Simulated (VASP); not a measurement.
Here is a VASP 6.6.1 calculation.

File INCAR:

```
SYSTEM = ZrC
ALGO     = Normal         ! electronic algorithm
EDIFF    = 1E-8           ! SCF threshold, eV
ENCUT    = 520            ! plane-wave cutoff, eV
GGA      = PS             ! functional
ISIF     = 2              ! what is computed and relaxed
ISMEAR   = -1             ! smearing method
LASPH    = .True.         ! aspherical terms in the spheres
LCHARG   = .False.        ! write CHGCAR
LEFG     = .True.       
LREAL    = .False.        ! projectors in reciprocal space
LWAVE    = .False.        ! write WAVECAR
NBANDS   = 15             ! bands
NELM     = 80             ! most SCF steps
PREC     = Accurate       ! precision mode
SIGMA    = 0.05           ! smearing width, eV
```

File KPOINTS:

```
k-points
0
Gamma
  15 15 15
  0 0 0
```

File POSCAR:

```
ZrC
1.0
    0.0000000000      2.3502100000      2.3502100000
    2.3502100000      0.0000000000      2.3502100000
    2.3502100000      2.3502100000      0.0000000000
Zr C
1 1
Direct
    0.5000000000      0.5000000000      0.5000000000
    0.0000000000      0.0000000000      0.0000000000
```

Potentials or basis: VASP PAW PBE potentials, release 64 (Zr_sv, C).

Launch:

```console
$ cat potpaw_PBE.64/Zr_sv/POTCAR potpaw_PBE.64/C/POTCAR > POTCAR
$ mpirun -np 1 vasp_std > vasp.out
```

Estimate the pressure.

-4.2 GPa.

Predict the band gap on the k mesh.

zero (band 8 reaches 10.44 eV, above the bottom of band 9 at 9.13 eV).

Caveat: without QUAD_EFG the Cq values of the log hold for a quadrupole moment of 1 mb, not for the nuclei; the PAW data sets were made with another functional, which shifts forces and pressure a little.
